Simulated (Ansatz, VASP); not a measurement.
## One calculation of HgTe, two programs

The input INCAR:

```
ALGO     = Normal         # electronic algorithm
EDIFF    = 1E-7           # SCF threshold, eV
ENCUT    = 520            # plane-wave cutoff, eV
GGA      = PE             # functional
ISIF     = 2              # what is computed and relaxed
ISMEAR   = 0              # smearing method
LASPH    = True           # aspherical terms in the spheres
LCHARG   = False          # write CHGCAR
LREAL    = False          # projectors in reciprocal space
LWAVE    = False          # write WAVECAR
NBANDS   = 16             # bands
NELM     = 60             # most SCF steps
PREC     = Accurate       # precision mode
SIGMA    = 0.15           # smearing width, eV
```

Contents of KPOINTS:

```
k-points
0
Gamma
  14 14 14
```

POSCAR

```
HgTe
1.0
    0.0000000000      3.1751475000      3.3202050000
    3.1751475000      0.0000000000      3.3202050000
    3.1751475000      3.1751475000      0.0000000000
Hg Te
1 1
Direct
    0.0000000000      0.0000000000      0.0000000000
    0.7500000000      0.7500000000      0.7500000000
```

Input for Ansatz:

```yaml
crystal:
  lattice:
    - [0.0, 3.1751475, 3.320205]
    - [3.1751475, 0.0, 3.320205]
    - [3.1751475, 3.1751475, 0.0]
  atoms:
    - { symbol: Hg, position: [0.0, 0.0, 0.0] }
    - { symbol: Te, position: [0.75, 0.75, 0.75] }
basis:
  ecutwfc: 420
kpoints:
  mp_grid: { grid: [14, 14, 14] }
hamiltonian:
  xc: pbe
scf:
  occupations: { method: gaussian, width: 0.15 }
output:
  forces: true
  stress: true
  eigenvalues: true
  write_density: true
  write_potential: true
  elf: true
  volumetric_format: npy
```

Change from the starting cell: strain -0.015 along x and y, +0.030 along z, atoms carried along.

Alike in both runs: task single point; functional PBE; k mesh 14 × 14 × 14; occupations gaussian, width 0.15 eV; no spin polarisation.

|  | VASP | Ansatz |
| --- | --- | --- |
| version | VASP 6.6.1 | Ansatz 0.2.0 |
| potentials or method | VASP PAW PBE potentials, release 64 (Hg, Te), cutoff 520 eV | scalar-relativistic, plane waves, PAW |
| valence electrons in the cell | 18 | 36 |

|  | VASP | Ansatz | Ansatz less VASP |
| --- | --- | --- | --- |
| gap on the k mesh at the Fermi level (eV) | none | none | - |
| pressure (GPa) | 4.1 | 4.1 | -0.08 |
| traceless stress, the component that is largest in VASP (GPa) | -0.40 | -0.40 | +0.001 |

A gap of «none» marks a metal or a gap that the smearing closes. VASP's potentials hold 18 valence electrons a cell and Ansatz's 36, so a difference there can come from the potentials and not from the codes.

Neither program's run includes spin-orbit coupling.
